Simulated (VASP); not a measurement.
# Ir (Fm-3m) in VASP: notebook

The runs below take Ir through single point, with LDA.

Everything below comes from runs of VASP 6.6.1. Logs are shortened: lines on timing, memory, paths and dates and some standing lists are left out, and cuts for length are marked.

**1. The cell of the first run**

The structure is cubic, space group Fm-3m (No. 225). Conventional cell: a = 3.911 Å, b = 3.911 Å, c = 3.911 Å, α = 90.00°, β = 90.00°, γ = 90.00°. Within 3.6 Å of Ir (site symmetry m-3m) lie 12 Ir at 2.77 Å.

**2. Single point, LDA (volume scaled by 1.08)**

The input, INCAR:

```
PREC = Accurate ; ENCUT = 500
EDIFF = 1E-6 ; ISMEAR = -1
SIGMA = 0.1 ; LREAL = False
LASPH = True ; NELM = 120
ALGO = Normal ; ISIF = 2
LWAVE = False ; LCHARG = True
LELF = True ; LVHAR = True
NBANDS = 10 ; GGA_COMPAT = False
```

The input, KPOINTS:

```
regular mesh
0
Gamma
  23 23 23
```

The input, POSCAR:

```
Ir
1.0
    0.0000000000      1.9556236705      1.9556236705
    1.9556236705      0.0000000000      1.9556236705
    1.9556236705      1.9556236705      0.0000000000
Ir
1
Direct
    0.0000000000      0.0000000000      0.0000000000
```

Potentials or basis: VASP PAW LDA potentials, release 64 (Ir).

Launch:

```
$ cat potpaw_LDA.64/Ir/POTCAR > POTCAR
$ mpirun -np 1 vasp_std > vasp.out
```

OUTCAR:

```text
PREC = Accurate
   ENCUT = 500
   EDIFF = 1E-6
   ISMEAR = -1
   LREAL = False
   LASPH = True
   NELM = 120
   ISIF = 2

 ion  position               nearest neighbor table
   1  0.000  0.000  0.000-

  LATTYP: Found a face centered cubic cell.
 ALAT       =     3.9112473410

  Lattice vectors:

 A1 = (   0.0000000000,   1.9556236705,   1.9556236705)
 A2 = (   1.9556236705,   0.0000000000,   1.9556236705)
 A3 = (   1.9556236705,   1.9556236705,   0.0000000000)

Analysis of symmetry for initial positions (statically):
=====================================================================
 Subroutine PRICEL returns:
 Original cell was already a primitive cell.

 Routine SETGRP: Setting up the symmetry group for a
 face centered cubic supercell.

 Subroutine GETGRP returns: Found 48 space group operations
 (whereof 48 operations were pure point group operations)
 out of a pool of 48 trial point group operations.

The static configuration has the point symmetry O_h .

Analysis of symmetry for dynamics (positions and initial velocities):
=====================================================================
 Subroutine PRICEL returns:
 Original cell was already a primitive cell.

 Routine SETGRP: Setting up the symmetry group for a
 face centered cubic supercell.

 Subroutine GETGRP returns: Found 48 space group operations
 (whereof 48 operations were pure point group operations)
 out of a pool of 48 trial point group operations.

The dynamic configuration has the point symmetry O_h .

 Subroutine INISYM returns: Found 48 space group operations
 (whereof 48 operations are pure point group operations),
 and found     1 'primitive' translations

----------------------------------------------------------------------------------------

                                     Primitive cell

  volume of cell :      14.9584

  direct lattice vectors                    reciprocal lattice vectors
     0.000000000  1.955623671  1.955623671    -0.255672913  0.255672913  0.255672913
     1.955623671  0.000000000  1.955623671     0.255672913 -0.255672913  0.255672913
     1.955623671  1.955623671  0.000000000     0.255672913  0.255672913 -0.255672913

  length of vectors
     2.765669518  2.765669518  2.765669518     0.442838475  0.442838475  0.442838475

  position of ions in fractional coordinates (direct lattice)
     0.000000000  0.000000000  0.000000000

  ion indices of the primitive-cell ions
   primitive index   ion index
                 1           1

----------------------------------------------------------------------------------------

 KPOINTS: regular mesh

Automatic generation of k-mesh.
 Grid dimensions read from file:
 generate k-points for:   23   23   23

 Generating k-lattice:

  Cartesian coordinates                     Fractional coordinates (reciprocal lattice)
    -0.011116214  0.011116214  0.011116214     0.043478261  0.000000000  0.000000000
     0.011116214 -0.011116214  0.011116214     0.000000000  0.043478261  0.000000000
     0.011116214  0.011116214 -0.011116214     0.000000000  0.000000000  0.043478261

  Length of vectors
     0.019253847  0.019253847  0.019253847

  Shift w.r.t. Gamma in fractional coordinates (k-lattice)
     0.000000000  0.000000000  0.000000000

 Subroutine IBZKPT returns following result:
 ===========================================

 Found    364 irreducible k-points:

 Following reciprocal coordinates:
            Coordinates               Weight
  0.000000  0.000000  0.000000      1.000000
  0.043478  0.000000  0.000000      8.000000
  0.086957  0.000000  0.000000      8.000000
  0.130435  0.000000  0.000000      8.000000
  0.173913  0.000000  0.000000      8.000000
  0.217391  0.000000  0.000000      8.000000
[... 16 lines left out ...]
  0.478261  0.043478  0.000000     24.000000
 -0.478261  0.043478  0.000000     24.000000
 [... further k-points ...]
   k-points           NKPTS =    364   k-points in BZ     NKDIM =    364   number of bands    NBANDS=     10
   number of dos      NEDOS =    301   number of ions     NIONS =      1
   total plane-waves  NPLWV =   8000
   dimension x,y,z NGX =    20 NGY =   20 NGZ =   20
   dimension x,y,z NGXF=    40 NGYF=   40 NGZF=   40
   ions per type =               1
   NGX,Y,Z   is equivalent  to a cutoff of  12.02, 12.02, 12.02 a.u.
   NGXF,Y,Z  is equivalent  to a cutoff of  24.04, 24.04, 24.04 a.u.
 SYSTEM =  unknown system
   PREC   = accura    normal or accurate (medium, high low for compatibility)
   ISTART =      0    job   : 0-new  1-cont  2-samecut
   ICHARG =      2    charge: 1-file 2-atom 10-const
   ISPIN  =      1    spin polarized calculation?
   LNONCOLLINEAR =      F non collinear calculations
   LSORBIT =      F    spin-orbit coupling
   LASPH  =      T    aspherical Exc in radial PAW
   ENCUT  =  500.0 eV  36.75 Ry    6.06 a.u.   5.04  5.04  5.04*2*pi/ulx,y,z
   NELM   =    120;   NELMIN=  2; NELMDL= -5     # of ELM steps
   EDIFF  = 0.1E-05   stopping-criterion for ELM
   LREAL  =      F    real-space projection
   EDIFFG = 0.1E-04   stopping-criterion for IOM
   NSW    =      0    number of steps for IOM
   IBRION =     -1    ionic relax: 0-MD 1-quasi-New 2-CG
   NFREE  =      0    steps in history (QN), initial steepest desc. (CG)
   ISIF   =      2    stress and relaxation
   ISYM   =      2    0-nonsym 1-usesym 2-fastsym
   POTIM  = 0.5000    time-step for ionic-motion
   TEBEG  =    0.0;   TEEND  =   0.0 temperature during run
   PSTRESS=    0.0 pullay stress
   NELECT =       9.0000    total number of electrons
   NUPDOWN=      -1.0000    fix difference up-down
   EMIN   =  10.00;   EMAX   =-10.00  energy-range for DOS
   EFERMI =   0.00;   METHOD = LEGACY
   ISMEAR =    -1;   SIGMA  =   0.10  broadening in eV -4-tet -1-fermi 0-gaus
   EFERMI_NEDOS =   21; number of points for ismear=-14 and -15
   IALGO  =     38    algorithm
   IMIX   =      4    mixing-type and parameters
     AMIX     =   0.40;   BMIX     =  1.00
     AMIX_MAG =   1.60;   BMIX_MAG =  1.00
  volume/ion in A,a.u.               =      14.96       100.94
  Fermi-wavevector in a.u.,A,eV,Ry     =   1.382060  2.611716 25.988368  1.910091
  Thomas-Fermi vector in A             =   2.506787
   LORBIT       =      0    0 simple, 1 ext, 2 COOP (PROOUT), +10 PAW based schemes
   GGA     = CA    functional components
   LHFCALC =     F    Hartree Fock is set to
   AEXX    =    0.0000 exact exchange contribution
   IVDW    =     0    specifies the selected vdW correction
   LEPSILON=     F    determine dielectric tensor
   LRPA    =     F    only Hartree local field effects (RPA)
 non-spin polarized calculation
  energy-cutoff  :      500.00
  volume of cell :       14.96
 maximum number of plane-waves:       388
   NGX =  9   NGY =  9   NGZ =  9

 number of electron       9.0000000 magnetization

 Free energy of the ion-electron system (eV)
  ---------------------------------------------------
  ext. energy  EPLUGINS =         0.00000000
  ---------------------------------------------------
  free energy    TOTEN  =       -10.25967837 eV

  energy without entropy =      -10.22771611  energy(sigma->0) =      -10.24369724

 E-fermi :   9.3213     XC(G=0): -13.8197

 val. band max:        9.3116078611   @ k =  -0.3043   0.3478   0.0435
 cond. band min:       9.3293137386   @ k =  -0.2609   0.3043   0.1304
 fundamental gap:      0.0177058775
 Fermi energy:         9.3212924277

 k-point     1 :       0.0000    0.0000    0.0000
  band No.  band energies     occupation
      1      -1.1648      2.00000
      2       5.7556      2.00000
      3       5.7556      2.00000
      4       5.7556      2.00000
      5       8.2512      1.99995
      6       8.2512      1.99995
      7      23.8003      0.00000
      8      29.0056      0.00000
      9      29.0056      0.00000
     10      29.0056      0.00000

 k-point     2 :       0.0435    0.0000    0.0000
  band No.  band energies     occupation
      1      -1.0850      2.00000
      2       5.7143      2.00000
      3       5.7901      2.00000
      4       5.7901      2.00000
      5       8.2292      1.99996
      6       8.2292      1.99996
      7      23.9354      0.00000
      8      28.5415      0.00000
      9      29.1336      0.00000
     10      29.1336      0.00000

 k-point     3 :       0.0870    0.0000    0.0000
  band No.  band energies     occupation
      1      -0.8501      2.00000
      2       5.6012      2.00000
      3       5.8858      2.00000
      4       5.8858      2.00000
      5       8.1744      1.99998
      6       8.1744      1.99998
      7      24.3201      0.00000
      8      27.5156      0.00000
      9      29.5100      0.00000
     10      29.5100      0.00000

 k-point     4 :       0.1304    0.0000    0.0000
  band No.  band energies     occupation
      1      -0.4752      2.00000
      2       5.4474      2.00000
      3       6.0179      2.00000
      4       6.0179      2.00000
      5       8.1195      1.99999
      6       8.1195      1.99999
      7      24.8857      0.00000
      8      26.3259      0.00000
      9      30.1119      0.00000
     10      30.1119      0.00000
[... 222 lines left out ...]
 k-point    22 :       0.4348    0.0435    0.0000
  band No.  band energies     occupation
      1       1.8739      2.00000
      2       5.6894      2.00000
      3       5.8274      2.00000
      4       7.5660      2.00000
      5      10.0125      0.00199
      6      10.0248      0.00176
      7      17.3437      0.00000
      8      23.7736      0.00000
      9      28.8357      0.00000
     10      29.3714      0.00000

 k-point    23 :       0.4783    0.0435    0.0000
  band No.  band energies     occupation
      1       1.8777      2.00000
      2       5.6326      2.00000
      3       5.7608      2.00000
      4       8.1969      1.99997
      5      10.1512      0.00050
      6      10.4285      0.00003
      7      16.3317      0.00000
      8      23.5210      0.00000
      9      28.5287      0.00000
     10      28.7003      0.00000

 k-point    24 :      -0.4783    0.0435    0.0000
  band No.  band energies     occupation
      1       1.8771      2.00000
      2       5.6241      2.00000
      3       5.7374      2.00000
      4       8.3921      1.99982
      5      10.1225      0.00066
      6      10.6022      0.00001
      7      16.0378      0.00000
      8      23.4585      0.00000
      9      28.3827      0.00000
     10      28.5967      0.00000

 [... further k-points ...]
[... 5 lines left out ...]
  --------------------------------------------------------------------------------------
  -------------------------------------------------------------------------------------
  Total       -2.2323522     -2.2323522     -2.2323522      0.0000000      0.0000000      0.0000000
  in kB     -239.1043338   -239.1043338   -239.1043338      0.0000000      0.0000000      0.0000000
  external PRESSURE =    -239.1043338 kB  Pullay stress =       0.0000000 kB

 VOLUME and BASIS-vectors are now :
 -----------------------------------------------------------------------------
  energy-cutoff  :      500.00
  volume of cell :       14.96
      direct lattice vectors                 reciprocal lattice vectors
     0.000000000  1.955623671  1.955623671    -0.255672913  0.255672913  0.255672913
     1.955623671  0.000000000  1.955623671     0.255672913 -0.255672913  0.255672913
     1.955623671  1.955623671  0.000000000     0.255672913  0.255672913 -0.255672913

 POSITION                                       TOTAL-FORCE (eV/Angst)
 -----------------------------------------------------------------------------------
      0.00000      0.00000      0.00000        -0.000000      0.000000     -0.000000
 -----------------------------------------------------------------------------------
    total drift:                                0.000000      0.000000      0.000000

  FREE ENERGIE OF THE ION-ELECTRON SYSTEM (eV)
  ---------------------------------------------------
  free  energy   TOTEN  =       -10.2596783698 eV

  energy  without entropy=      -10.2277161136  energy(sigma->0) =      -10.24369724
```

Run time: 23 s. Hardware: 1 thread of Intel Xeon 6975P-C (Granite Rapids), shared host; peak memory 0.16 GiB.

Results:

```
Free energy : -10.2597 eV
Pressure    : -23.9 GPa
```

Caveat: spin-orbit coupling is left out, which moves the levels of the heavy elements.

(Part 1 of 2 ends here.)
